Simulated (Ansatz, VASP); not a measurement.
Ni in VASP and in Ansatz

Contents of INCAR:

```
  PREC = Accurate
  ENCUT = 520
  EDIFF = 1E-7
  ISMEAR = -1
  SIGMA = 0.05
  LREAL = False
  LASPH = True
  NELM = 150
  ALGO = Normal
  ISIF = 2
  LWAVE = False
  LCHARG = True
  ISPIN = 2
  MAGMOM = 0.83 0.83
  LORBIT = 11
  LMAXMIX = 4
  GGA = PS
  LELF = True
  LVHAR = True
  NBANDS = 21
```

The input KPOINTS:

```
Automatic mesh
0
Gamma
  12 12 12
```

File POSCAR:

```
Ni
1.0
    0.0000000000      2.4696734961      2.4696734961
    2.4696734961      0.0000000000      2.4696734961
    2.4696734961      2.4696734961      0.0000000000
Ni
2
Direct
    0.1250000000      0.1250000000      0.1250000000
    0.8750000000      0.8750000000      0.8750000000
```

Input for Ansatz:

```yaml
crystal:
  lattice:
    - [0.0, 2.4696734961, 2.4696734961]
    - [2.4696734961, 0.0, 2.4696734961]
    - [2.4696734961, 2.4696734961, 0.0]
  atoms:
    - { symbol: Ni, position: [0.125, 0.125, 0.125], spin: 0.83 }
    - { symbol: Ni, position: [0.875, 0.875, 0.875], spin: 0.83 }
hamiltonian:
  xc: pbesol
  pseudopotentials:
    kind: paw
    azcp:
      Ni: "pseudopotentials/Ni.paw.azcp"
basis:
  ecutwfc: 420
  fft_grid_basis: typed
kpoints:
  mp_grid: { grid: [12, 12, 12], shift: [0, 0, 0] }
magnetization:
  spin_polarized: true
scf:
  occupations: { method: fermi_dirac, width: 0.05 }
  lower_state_search: "off"
output:
  stress: true
```

Alike in both runs: task single point; functional PBEsol; k mesh 12 × 12 × 12; occupations fermi-dirac, width 0.05 eV; collinear spin.

```csv
,VASP,Ansatz
version,VASP 6.6.1,Ansatz 0.2.0
potentials or method,"VASP PAW PBE potentials, release 64 (Ni), cutoff 520 eV","plane waves (420 eV) with PAW, scalar-relativistic"
valence electrons in the cell,20,36
```

```tsv
	VASP	Ansatz	Ansatz less VASP
pressure (GPa)	4.6	4.9	+0.26
net moment per atom (μB)	0.77	0.79	+0.015
size of the moment on the site where the two differ most (μB)	0.77	0.82	+0.049
```

VASP's potentials were made for PBE, not for PBEsol, and Ansatz warns of the same on its side. Site moments also hang on the region over which each program counts them. The functional is the same, so the differences come from potentials, cutoffs and numerics. VASP's potentials hold 20 valence electrons a cell and Ansatz's 36, so a difference there can come from the potentials and not from the codes.
